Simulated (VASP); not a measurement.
Crystal: Si2Ni.

```
CELL_PARAMETERS angstrom
0.00000 2.72343 2.72343
2.72343 0.00000 2.72343
2.72343 2.72343 0.00000
ATOMIC_POSITIONS crystal
Si 0.25000 0.25000 0.25000
Si 0.75000 0.75000 0.75000
Ni 0.00000 0.00000 0.00000
```

- Program: VASP 6.6.1
- Task: relaxation of cell and atoms
- Functional: PBEsol
- Potentials or basis: VASP PAW PBE potentials, release 64 (Si, Ni)
- Cutoff: 600 eV
- k mesh: 14 × 14 × 14
- Occupations: gaussian, width 0.1 eV
- Spin: no spin polarisation

At the start: pressure -4.6 GPa; volume 13.47 Å³/atom.

Question: Where does the relaxation end?

Answer: Over 3 steps the energy falls by 5.7 meV/atom and the volume is 13.07 Å³/atom (-2.9 %); space group Fm-3m (No. 225, to 0.1 Å) before and after.

The path:
| step | energy change (eV) | largest force (eV/Å) | pressure (GPa) | volume (Å³) |
| --- | --- | --- | --- | --- |
| 1 | 0.0000 | 0.0000 | -4.59 | 40.40 |
| 2 | -0.0033 | 0.0000 | 4.61 | 38.19 |
| 3 | -0.0170 | 0.0000 | -0.05 | 39.21 |

Final structure:
```
Si Ni
1.0
     0.00000    2.69643    2.69643
     2.69643    0.00000    2.69643
     2.69643    2.69643    0.00000
Si Ni
2 1
Direct
  0.25000 0.25000 0.25000
  0.75000 0.75000 0.75000
  0.00000 0.00000 0.00000
```

Caveat: the PAW data sets were made with another functional, which shifts forces and pressure a little.
